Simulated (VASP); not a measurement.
Input of a VASP 6.6.1 run:

The input POSCAR:

```
Pt
1.0
    3.8548809217      0.0000000000      0.0007351267
    0.0000000000      3.8548809918      0.0000000000
   -1.9270547581      0.0000000000      2.0282788719
Pt
2
Direct
    0.0000000000      0.0000000000      0.0000000000
    0.5000000000      0.5000000000      0.0000000000
```

File INCAR.step1:

```
SYSTEM = Pt
PREC = Accurate
ENCUT = 520
ISMEAR = 0
SIGMA = 0.1
LREAL = .False.
LASPH = .True.
NELM = 80
ISYM = 0
NBANDS = 17
GGA = PE
ALGO = Normal
EDIFF = 1E-4
LWAVE = .True.
LCHARG = .False.
```

File INCAR.step2:

```
SYSTEM = Pt
PREC = Accurate
ENCUT = 520
EDIFF = 1E-6
ISMEAR = 0
SIGMA = 0.1
LREAL = .False.
LASPH = .True.
NELM = 80
ALGO = Normal
ISIF = 2
LWAVE = .False.
LCHARG = .True.
METAGGA = R2SCAN
LMIXTAU = .True.
LELF = .True.
LVHAR = .True.
ISYM = 0
NBANDS = 17
ISTART = 1
```

KPOINTS

```
Automatic mesh
0
Gamma
  9 9 17
  0 0 0
```

Potentials or basis: VASP PAW PBE potentials, release 64 (Pt).

Run with:

```sh
$ cat potpaw_PBE.64/Pt/POTCAR > POTCAR
$ cp INCAR.step1 INCAR
$ mpirun -np 1 vasp_std > vasp.out
$ cp INCAR.step2 INCAR
$ mpirun -np 1 vasp_std > vasp.out
```

Q: Estimate the pressure.

A: 5.2 GPa.

Q: Estimate the band gap on the k mesh.

A: Zero (bands 10 and 11 overlap by 2.07 eV).

Stress tensor (GPa, compression positive):
```
7.57 0.00 0.02
0.00 7.33 0.00
0.02 0.00 0.71
```

Caveat: the stress differs along the axes, from 1 to 8 GPa; the PAW data sets were made with another functional, which shifts forces and pressure a little; spin-orbit coupling is left out, which moves the levels of the heavy elements.
